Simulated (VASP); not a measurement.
Runs of VASP 6.6.1 on CsH. The structure is that of space group Fm-3m (No. 225), or close to it. The cells are those of the table. 

| cell | gap on the mesh (eV) | pressure (GPa) |
| --- | --- | --- |
| a = 4.337, b = 4.337, c = 5.980 Å, 4 atoms | (b) | (a) |
| a = 4.293, b = 4.293, c = 6.224 Å, 4 atoms | 1.74 | -0.1 |
| a = 4.315, b = 4.315, c = 6.102 Å, 4 atoms | 1.73 | (c) |
| a = 4.314, b = 4.314, c = 5.980 Å, 4 atoms | 1.69 | 0.3 |

Alike in all rows: task single point; level LDA; potentials or basis VASP PAW LDA potentials, release 64 (Cs_sv, H); no spin polarisation; k mesh 6 × 6 × 6; cutoff (eV) 520; smearing gaussian 0.02 eV.

**Question.** Fill in the values left out.

**Answer.** (a) 0.2; (b) 1.70; (c) 0.0.

Caveats: spin-orbit coupling is left out, which moves the levels of the heavy elements.

A k mesh can miss the band edges, and the runs leave out spin-orbit coupling on Cs.
